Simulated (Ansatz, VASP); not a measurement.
## Two plane-wave programs on SnO

The input INCAR:

```
PREC = Accurate
ENCUT = 600
EDIFF = 1E-6
ISMEAR = 0
SIGMA = 0.15
LREAL = F
LASPH = T
NELM = 120
ALGO = Normal
ISIF = 2
LWAVE = F
LCHARG = F
GGA = PS
IVDW = 12
NBANDS = 28
GGA_COMPAT = F
```

File KPOINTS:

```
regular mesh
0
Gamma
  12 12 10
```

Contents of POSCAR:

```
SnO
1.0
    3.7703910616      0.0000000000      0.0000000000
    0.0000000000      3.7703910616      0.0000000000
    0.0000000000      0.0000000000      4.5633702865
Sn O
2 2
Direct
    0.0172268352      0.5172268352      0.2674919085
    0.5172268352      0.0172268352      0.7609747297
    0.0000000000      0.0000000000      0.0000000000
    0.5000000000      0.5000000000      0.0000000000
```

Input for Ansatz:

```yaml
crystal:
  lattice:
    - [3.7703910616, 0.0, 0.0]
    - [0.0, 3.7703910616, 0.0]
    - [0.0, 0.0, 4.5633702865]
  atoms:
    - { symbol: Sn, position: [0.0172268352, 0.5172268352, 0.2674919085] }
    - { symbol: Sn, position: [0.5172268352, 0.0172268352, 0.7609747297] }
    - { symbol: O, position: [0.0, 0.0, 0.0] }
    - { symbol: O, position: [0.5, 0.5, 0.0] }
basis:
  ecutwfc: 420
kpoints:
  mp_grid: { grid: [12, 12, 10] }
hamiltonian:
  xc: pbesol
  dispersion: d3bj
scf:
  occupations: { method: gaussian, width: 0.15 }
output:
  forces: true
  stress: true
  eigenvalues: true
```

Change from the starting cell: all Sn atoms moved +0.113 Å, as atom 1 along Cartesian [1 1 1].

Alike in both runs: task single point; functional PBEsol; dispersion D3(BJ); k mesh 12 × 12 × 10; occupations gaussian, width 0.15 eV; no spin polarisation.

```csv
,VASP,Ansatz
version,VASP 6.6.1,Ansatz 0.2.0
potentials or method,"VASP PAW PBE potentials, release 64 (Sn_d, O), cutoff 600 eV","scalar-relativistic, plane waves, PAW"
valence electrons in the cell,40,40
```

|  | VASP | Ansatz | Ansatz less VASP |
| --- | --- | --- | --- |
| gap on the k mesh at the Fermi level (eV) | none | none | - |
| pressure (GPa) | 0.8 | 0.6 | -0.22 |
| traceless stress, the component that is largest in VASP (GPa) | 0.30 | 0.30 | -0.002 |
| rms of the force components (eV/Å) | 0.364 | 0.352 | -0.0127 |

VASP's potentials were made for PBE, not for PBEsol. Atom by atom the forces differ by 0.035 eV/Å (rms over components). A gap of «none» marks a metal or a gap that the smearing closes.
